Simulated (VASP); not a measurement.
Runs of VASP 6.6.1 on BP. The structure is that of space group F-43m (No. 216), or close to it. The cells are those of the table. 

```tsv
task	cell	k mesh	cutoff (eV)	smearing	gap on the mesh (eV)	pressure (GPa)
single point	a = 3.240, b = 3.240, c = 3.217 Å, angles 59.8, 59.8, 90.0°, 2 atoms	8 × 8 × 8	520	gaussian 0.01 eV	1.27	-3.1
relaxation of cell and atoms	relaxed from a = 3.209 Å, angles 60.0, 60.0, 90.0°, 2 atoms	12 × 12 × 12	600	fermi-dirac 0.1 eV	1.44	0.0
single point	a = 3.272, b = 3.272, c = 3.221 Å, angles 59.5, 59.5, 90.0°, 2 atoms	8 × 8 × 8	520	gaussian 0.01 eV	1.01	(a)
single point	a = 3.208 Å, angles 60.0, 60.0, 90.0°, 2 atoms	12 × 12 × 12	520	fermi-dirac 0.1 eV	1.44	-0.5
single point	a = 3.272, b = 3.272, c = 3.227 Å, angles 59.5, 59.5, 90.0°, 2 atoms	8 × 8 × 8	520	gaussian 0.01 eV	1.08	(b)
```

Alike in all rows: level r2SCAN; potentials or basis VASP PAW PBE potentials, release 64 (B, P); no spin polarisation.

Fill in the values left out.

(a) -4.9; (b) -5.5.

Caveats: the PAW data sets were made with another functional, which shifts forces and pressure a little; the cell stands under tension (at least some runs).

A k mesh can miss the band edges.
